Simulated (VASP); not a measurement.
The system is BaH6Rh.

```xyz
8
Lattice="0.0000 4.1540 4.1540 4.1540 0.0000 4.1540 4.1540 4.1540 0.0000" Properties=species:S:1:pos:R:3 pbc="T T T"
Ba    4.1540    4.1540    4.1540
H     2.0770    4.1540    4.1540
H     6.2310    4.1540    4.1540
H     4.1540    2.0770    4.1540
H     4.1540    6.2310    4.1540
H     4.1540    4.1540    2.0770
H     4.1540    4.1540    6.2310
Rh    0.0000    0.0000    0.0000
```

- Program: VASP 6.6.1
- Task: relaxation of cell and atoms
- Functional: PBE
- Potentials or basis: VASP PAW PBE potentials, release 64 (Ba_sv, H, Rh_pv)
- Cutoff: 600 eV
- k mesh: 4 × 4 × 4
- Occupations: gaussian, width 0.1 eV
- Spin: no spin polarisation

At the start: pressure -2.8 GPa; volume 17.92 Å³/atom.

Problem. How do energy, volume and symmetry change on relaxing?

Solution. Over 10 steps the energy falls by 689.8 meV/atom and the volume is 17.74 Å³/atom (-1.0 %); space group Fm-3m (No. 225, to 0.05 Å).

Step by step:
```
step  energy change (eV)  largest force (eV/Å)  pressure (GPa)  volume (Å³)
   1              0.0000                3.5292           -2.82       143.36
   2             -3.3371                2.6814           -3.41       136.91
   3             -4.6780                2.2933            9.36       125.45
   4             -5.2545                0.9886           -0.02       130.90
   5             -5.4100                0.2987            1.87       129.39
   6             -5.4177                0.0804            2.45       128.97
   7             -5.4851                0.1480            1.00       134.66
   8             -5.5086                0.2218           -0.34       141.07
   9             -5.5181                0.0480            0.09       142.11
  10             -5.5186                0.0001            0.01       141.93
```

Final structure:
```
CELL_PARAMETERS angstrom
0.00000 4.14013 4.14013
4.14013 0.00000 4.14013
4.14013 4.14013 0.00000
ATOMIC_POSITIONS crystal
Ba 0.50000 0.50000 0.50000
H 0.80103 0.19897 0.19897
H 0.19897 0.80103 0.80103
H 0.19897 0.80103 0.19897
H 0.80103 0.19897 0.80103
H 0.19897 0.19897 0.80103
H 0.80103 0.80103 0.19897
Rh 0.00000 0.00000 0.00000
```
